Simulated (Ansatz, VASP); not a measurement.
Two plane-wave programs on BiTe2

INCAR

```
SYSTEM = BiTe2
PREC = Accurate
ENCUT = 600
EDIFF = 1E-6
ISMEAR = 0
SIGMA = 0.1
LREAL = .FALSE.
LASPH = .TRUE.
NELM = 80
ALGO = Normal
ISIF = 3
LWAVE = .FALSE.
LCHARG = .FALSE.
GGA = PE
IBRION = 2
NSW = 90
EDIFFG = -0.04
```

The input KPOINTS:

```
Automatic mesh
0
G
  4 4 4
  0 0 0
```

POSCAR

```
BiTe2
1.0
   -2.7174113059      2.7174113059      6.8305022892
    2.7174113059     -2.7174113059      6.8305022892
    2.7174113059      2.7174113059     -6.8305022892
Bi Te
2 4
Direct
    0.0000000000      0.0000000000      0.0000000000
    0.7500000000      0.2500000000      0.5000000000
    0.2066000000      0.2066000000      0.0000000000
    0.9566000000      0.4566000000      0.5000000000
    0.5434000000      0.0434000000      0.5000000000
    0.7934000000      0.7934000000      0.0000000000
```

Input for Ansatz:

```yaml
crystal:
  lattice:
    - [-2.7174113059, 2.7174113059, 6.8305022892]
    - [2.7174113059, -2.7174113059, 6.8305022892]
    - [2.7174113059, 2.7174113059, -6.8305022892]
  atoms:
    - { symbol: Bi, position: [0.0, 0.0, 0.0] }
    - { symbol: Bi, position: [0.75, 0.25, 0.5] }
    - { symbol: Te, position: [0.2066, 0.2066, 0.0] }
    - { symbol: Te, position: [0.9566, 0.4566, 0.5] }
    - { symbol: Te, position: [0.5434, 0.0434, 0.5] }
    - { symbol: Te, position: [0.7934, 0.7934, 0.0] }
basis:
  ecutwfc: 420
kpoints:
  mp_grid: { grid: [4, 4, 4] }
hamiltonian:
  xc: pbe
scf:
  occupations: { method: gaussian, width: 0.1 }
  lower_state_search: "off"
output:
  forces: true
  stress: true
  eigenvalues: true
relax:
  adjacent_minimum: "off"
  f_tol: 0.04
  max_steps: 70
  cell: { stress_tol: 0.4 }
```

Alike in both runs: task relaxation of cell and atoms; functional PBE; k mesh 4 × 4 × 4; occupations gaussian, width 0.1 eV; no spin polarisation.

|  | VASP | Ansatz |
| --- | --- | --- |
| version | VASP 6.6.1 | Ansatz 0.2.0 |
| potentials or method | VASP PAW PBE potentials, release 64 (Bi_d, Te), cutoff 600 eV | scalar-relativistic, plane waves, PAW |
| valence electrons in the cell | 54 | 94 |

```tsv
	VASP	Ansatz	Ansatz less VASP
gap on the k mesh at the Fermi level, each at its own relaxed structure (eV)	none	none	-
relaxed volume (Å³/atom)	46.40	46.39	-0.008
relaxed length of the cell vector where the two differ most in proportion (Å)	8.607	8.679	+0.0717
```

A gap of «none» marks a metal or a gap that the smearing closes. VASP's potentials hold 54 valence electrons a cell and Ansatz's 94, so a difference there can come from the potentials and not from the codes.

The k mesh is coarse, so the values compare programs but aren't converged. Neither program's run includes spin-orbit coupling. Noted on VASP's run: the volume moved by over 15 % at a fixed basis, so the end points are rough.
